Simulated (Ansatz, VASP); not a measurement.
## Two plane-wave programs on KZrN

```
CELL_PARAMETERS angstrom
4.20965 0.00000 0.00000
0.00000 4.20965 0.00000
0.00000 0.00000 4.16625
ATOMIC_POSITIONS crystal
K 0.00000 0.00000 0.00000
Zr 0.50000 0.50000 0.50000
N 0.50000 0.50000 0.00000
```

Change from the starting cell: species swapped into the DyCoC type (P4/mmm, No. 123).

Alike in both runs: functional PBE; k mesh 12 × 12 × 12; occupations gaussian, width 0.1 eV; no spin polarisation.

Ansatz relaxed the structure, and its values are those at the end. VASP's run is a single point on that final structure, the one shown.

|  | VASP | Ansatz |
| --- | --- | --- |
| version | VASP 6.6.1 | Ansatz 0.2.0 |
| potentials or method | VASP PAW PBE potentials, release 64 (K_sv, Zr_sv, N), cutoff 520 eV | scalar-relativistic, plane waves, PAW |
| valence electrons in the cell | 26 | 26 |

Ansatz gave:

- gap on the k mesh at the Fermi level (eV): none
- pressure (GPa): 0.0

**Question.** Estimate VASP's values.

**Answer.** gap on the k mesh at the Fermi level (eV): none; pressure (GPa): 0.1.

A gap of «none» marks a metal or a gap that the smearing closes.
